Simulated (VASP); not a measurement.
A run of VASP 6.6.1 is set up as follows.

Contents of INCAR:

```
SYSTEM = Al
PREC     = Accurate       ! precision mode
ENCUT    = 520            ! plane-wave cutoff, eV
EDIFF    = 1E-7           ! SCF threshold, eV
ISMEAR   = -1             ! smearing method
SIGMA    = 0.03           ! smearing width, eV
LREAL    = .FALSE.        ! projectors in reciprocal space
LASPH    = .TRUE.         ! aspherical terms in the spheres
NELM     = 80             ! most SCF steps
ALGO     = Normal         ! electronic algorithm
ISIF     = 2              ! what is computed and relaxed
LWAVE    = .FALSE.        ! write WAVECAR
LCHARG   = .FALSE.        ! write CHGCAR
GGA      = CA             ! functional
NBANDS   = 8              ! bands
```

Contents of KPOINTS:

```
Automatic mesh
0
G
  17 17 17
  0 0 0
```

The input POSCAR:

```
Al
1.0
    0.0202398000      2.0340999000      2.0340999000
    2.0340999000      0.0202398000      2.0340999000
    2.0340999000      2.0340999000      0.0202398000
Al
1
Direct
    0.0000000000      0.0000000000      0.0000000000
```

Potentials or basis: VASP PAW LDA potentials, release 64 (Al).

Command:

```sh
$ cat potpaw_LDA.64/Al/POTCAR > POTCAR
$ mpirun -np 1 vasp_std > vasp.out
```

(1) Predict the pressure.

## Answers

(1) -3.6 GPa.

Caveat: the cell differs from its parent crystal (equal xy, yz and zx shear strains of +1 %).
